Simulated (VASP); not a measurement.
SiC30 (a cell with a defect): single point with PBE+D3(BJ)

Crystal: SiC30 (a cell with a defect).

```
Si C
1.0
     0.00000    0.00000    7.13485
    -4.92948    4.26905    3.56743
    -4.92948   -4.26905    3.56743
Si C
1 30
Direct
  0.37500 0.62500 0.62500
  0.87500 0.54243 0.70757
  0.24236 0.91781 0.59748
  0.75021 0.91509 0.58448
  0.12550 0.29042 0.45859
  0.63241 0.28257 0.45261
  0.99979 0.66552 0.33491
  0.50764 0.65252 0.33219
  0.37500 0.04072 0.20928
  0.87500 0.04169 0.20831
  0.24931 0.42306 0.07831
  0.75312 0.41530 0.07847
  0.11759 0.79738 0.96743
  0.62450 0.79141 0.95958
  0.99688 0.17153 0.83470
  0.50069 0.17169 0.82694
  0.50764 0.33219 0.65252
  0.99979 0.33491 0.66552
  0.87500 0.70757 0.54243
  0.24931 0.07831 0.42306
  0.75312 0.07847 0.41530
  0.12550 0.45859 0.29042
  0.63241 0.45261 0.28257
  0.50069 0.82694 0.17169
  0.99688 0.83470 0.17153
  0.37500 0.20928 0.04072
  0.87500 0.20831 0.04169
  0.24236 0.59748 0.91781
  0.75021 0.58448 0.91509
  0.11759 0.96743 0.79738
  0.62450 0.95958 0.79141
```

```
Program             : VASP 6.6.1
Task                : single point
Functional          : PBE
Dispersion          : D3(BJ)
Potentials or basis : VASP PAW PBE potentials, release 64 (Si, C)
Cutoff              : 520 eV
k mesh              : 4 × 4 × 4
Occupations         : gaussian, width 0.1 eV
Spin                : no spin polarisation
```

```
Pressure                   : 3.3 GPa
Largest force              : 0.050 eV/Å
Band gap on the k mesh     : zero (band 62 reaches 3.80 eV, above the bottom of band 63 at 3.66 eV)
Dispersion energy per atom : -0.149 eV
```

Forces on the atoms (eV/Å):
```
Si   0.000  0.000  0.000
C    0.000  0.001  0.000
C    0.046 -0.020  0.000
C    0.000  0.012  0.000
C    0.009  0.008  0.000
C    0.012  0.011  0.000
C    0.000  0.012  0.000
C   -0.046 -0.020  0.000
C    0.000 -0.004  0.000
C    0.000  0.009  0.000
C    0.003  0.002  0.000
C    0.005  0.002  0.000
C   -0.012  0.011  0.000
C   -0.009  0.008  0.000
C   -0.005  0.002  0.000
C   -0.003  0.002  0.000
C   -0.046  0.020  0.000
C    0.000 -0.012  0.000
C    0.000 -0.001  0.000
C    0.003 -0.002  0.000
C    0.005 -0.002  0.000
C    0.009 -0.008  0.000
C    0.012 -0.011  0.000
C   -0.003 -0.002  0.000
C   -0.005 -0.002  0.000
C    0.000  0.004  0.000
C    0.000 -0.009  0.000
C    0.046  0.020  0.000
C    0.000 -0.012  0.000
C   -0.012 -0.011  0.000
C   -0.009 -0.008  0.000
```

Stress tensor (GPa, compression positive):
```
18.47  0.00  0.00
 0.00 -7.73  0.00
 0.00  0.00 -0.84
```

Levels at points of the mesh, in eV from the Fermi level:
```tsv
k point	band 60	band 61	band 62	band 63	band 64	band 65
(0.00, 0.00, 0.00)	-1.00	-0.21	-0.11	-0.08	1.26	1.54
(0.50, 0.00, 0.00)	-0.88	-0.42	0.06	0.76	1.20	1.75
(0.00, 0.50, 0.00)	-1.12	-0.53	-0.45	0.39	1.82	1.92
(0.50, 0.50, 0.00)	-1.79	-1.31	-0.25	-0.03	2.68	2.68
(0.00, 0.50, 0.50)	-0.10	-0.10	-0.04	0.65	1.65	2.23
```

Run time: 6.8 min on 1 thread of Intel(R) Xeon(R) 6975P-C (Granite Rapids) (shared host), peak memory 0.54 GiB.
